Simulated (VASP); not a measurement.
Se: single point with PBE

Crystal: Se.

```
Se
1.0
     5.68100    3.27993    1.47633
    -5.68100    3.27993    1.47633
     0.00000   -6.55985    1.47633
Se
6
Direct
  0.28066 0.16251 0.91818
  0.91818 0.28066 0.16251
  0.16251 0.91818 0.28066
  0.71934 0.83749 0.08182
  0.08182 0.71934 0.83749
  0.83749 0.08182 0.71934
```

```
Program             : VASP 6.6.1
Task                : single point
Functional          : PBE
Potentials or basis : VASP PAW PBE potentials, release 64 (Se)
Cutoff              : 520 eV
k mesh              : 6 × 6 × 6
Occupations         : fermi-dirac, width 0.01 eV
Spin                : no spin polarisation
```

```yaml
Pressure: 2.8 GPa
Largest_force: 0.506 eV/Å
Band_gap_on_the_k_mesh: 1.19 eV (least direct gap 1.43 eV)
```

Forces in eV/Å, atoms in the order of the input:
```
Se   0.174  0.359  0.311
Se  -0.398 -0.029  0.311
Se   0.225 -0.330  0.311
Se  -0.174 -0.359 -0.311
Se   0.398  0.029 -0.311
Se  -0.225  0.330 -0.311
```

Stress tensor (GPa, compression positive):
```
2.98 0.00 0.00
0.00 2.98 0.00
0.00 0.00 2.52
```

Levels at points of the mesh, in eV from the valence-band top:
```csv
k point,band 16,band 17,band 18,band 19,band 20,band 21
"(0.00, 0.00, 0.00)",-0.80,-0.69,-0.69,1.74,1.74,2.58
"(0.50, 0.00, 0.00)",-0.92,-0.37,-0.36,1.69,1.86,2.60
"(0.50, 0.50, 0.00)",-1.17,-0.91,-0.39,1.46,1.73,2.29
"(0.50, 0.50, 0.50)",-1.31,-1.31,0.00,1.43,1.43,1.88
```

It took 3 min on 1 thread of Intel(R) Xeon(R) Platinum 8488C (Sapphire Rapids), with other jobs on the host, peak memory 0.39 GiB.

Caveat: this functional lacks dispersion, which holds the molecules together, so the pressure and a relaxed volume are unreliable. A k mesh can miss the band edges.
